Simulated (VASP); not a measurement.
## SbRh3N4: single point with PBEsol

SbRh3N4:

```
Sb Rh N
1.0
     4.69818    0.00000    0.00000
     0.00000    4.69818    0.00000
     0.00000    0.00000    4.69818
Sb Rh N
1 3 4
Cartesian
  0.0000 0.0000 0.0000
  0.0000 2.3491 2.3491
  2.3491 0.0000 2.3491
  2.3491 2.3491 0.0000
  1.2286 1.2286 1.2286
  3.4696 3.4696 1.2286
  1.2286 3.4696 3.4696
  3.4696 1.2286 3.4696
```

* Program: VASP 6.6.1
* Task: single point
* Functional: PBEsol
* Potentials or basis: VASP PAW PBE potentials, release 64 (Sb, Rh_pv, N)
* Cutoff: 520 eV
* k mesh: 6 × 6 × 6
* Occupations: fermi-dirac, width 0.03 eV
* Spin: no spin polarisation

```
Pressure               : 0.0 GPa
Largest force          : 0.044 eV/Å
Band gap on the k mesh : zero (band 35 reaches 9.02 eV, above the bottom of band 36 at 8.42 eV)
```

Forces on the atoms (eV/Å):
```
Sb   0.000  0.000  0.000
Rh   0.000  0.000  0.000
Rh   0.000  0.000  0.000
Rh   0.000  0.000  0.000
N    0.025  0.025  0.025
N   -0.025 -0.025  0.025
N    0.025 -0.025 -0.025
N   -0.025  0.025 -0.025
```

Levels at points of the mesh, in eV from the Fermi level:
```
           k point  band 32  band 33  band 34  band 35  band 36  band 37  band 38  band 39
(0.00, 0.00, 0.00)    -1.83    -1.28    -1.28    -0.36    -0.36    -0.36    -0.05     2.10
(0.50, 0.00, 0.00)    -1.58    -0.78    -0.17     0.24     0.44     0.44     1.08     1.33
(0.50, 0.50, 0.00)    -1.72    -0.73    -0.70    -0.70    -0.04     0.99     1.24     1.24
(0.50, 0.50, 0.50)    -2.21    -0.21    -0.21    -0.21     0.01     1.02     1.02     1.83
```

It took 72 s on 1 thread of Intel(R) Xeon(R) Platinum 8375C CPU @ 2.90GHz (Ice Lake) (shared host), peak memory 0.25 GiB.

Caveat: the PAW data sets were made with another functional, which shifts forces and pressure a little; spin-orbit coupling is left out, which moves the levels of the heavy elements.
